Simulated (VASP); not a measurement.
A run of VASP 6.6.1:

POSCAR

```
CoSi2
1.0
    0.0000000000      2.6799218094      2.6799218094
    2.6799218094      0.0000000000      2.6799218094
    2.6799218094      2.6799218094      0.0000000000
Co Si
1 2
Direct
    0.0000000000      0.0000000000      0.0000000000
    0.2500000000      0.2500000000      0.2500000000
    0.7500000000      0.7500000000      0.7500000000
```

File INCAR.step1:

```
SYSTEM = CoSi2
PREC     = Accurate       ! precision mode
ENCUT    = 600            ! plane-wave cutoff, eV
ISMEAR   = 0              ! smearing method
SIGMA    = 0.1            ! smearing width, eV
LREAL    = .FALSE.        ! projectors in reciprocal space
LASPH    = .TRUE.         ! aspherical terms in the spheres
NELM     = 100            ! most SCF steps
GGA      = PE             ! functional
ALGO     = Normal         ! electronic algorithm
EDIFF    = 1E-4           ! SCF threshold, eV
LWAVE    = .TRUE.         ! write WAVECAR
LCHARG   = .FALSE.        ! write CHGCAR
```

Contents of INCAR.step2:

```
SYSTEM = CoSi2
PREC     = Accurate       ! precision mode
ENCUT    = 600            ! plane-wave cutoff, eV
EDIFF    = 1E-6           ! SCF threshold, eV
ISMEAR   = 0              ! smearing method
SIGMA    = 0.1            ! smearing width, eV
LREAL    = .FALSE.        ! projectors in reciprocal space
LASPH    = .TRUE.         ! aspherical terms in the spheres
NELM     = 100            ! most SCF steps
ALGO     = Normal         ! electronic algorithm
ISIF     = 3              ! what is computed and relaxed
LWAVE    = .FALSE.        ! write WAVECAR
LCHARG   = .FALSE.        ! write CHGCAR
METAGGA  = R2SCAN         ! meta-GGA
LMIXTAU  = .TRUE.       
IBRION   = 2              ! ionic algorithm
NSW      = 70             ! ionic steps
EDIFFG   = -0.005         ! ionic threshold
ISTART   = 1
```

File KPOINTS:

```
regular mesh
0
G
  14 14 14
  0 0 0
```

Potentials or basis: VASP PAW PBE potentials, release 64 (Co, Si).

Launch:

```sh
$ cat potpaw_PBE.64/Co/POTCAR potpaw_PBE.64/Si/POTCAR > POTCAR
$ cp INCAR.step1 INCAR
$ mpirun -np 1 vasp_std > vasp.out
$ cp INCAR.step2 INCAR
$ mpirun -np 1 vasp_std > vasp.out
```

Hardware: 1 thread of Intel(R) Xeon(R) Platinum 8488C (Sapphire Rapids) (shared host).

Question: How long does it take, and how much memory?

Answer: It took 6.5 min on 1 thread of Intel(R) Xeon(R) Platinum 8488C (Sapphire Rapids) (shared host), peak memory 0.22 GiB. Counts: k points 104, ion steps 3.
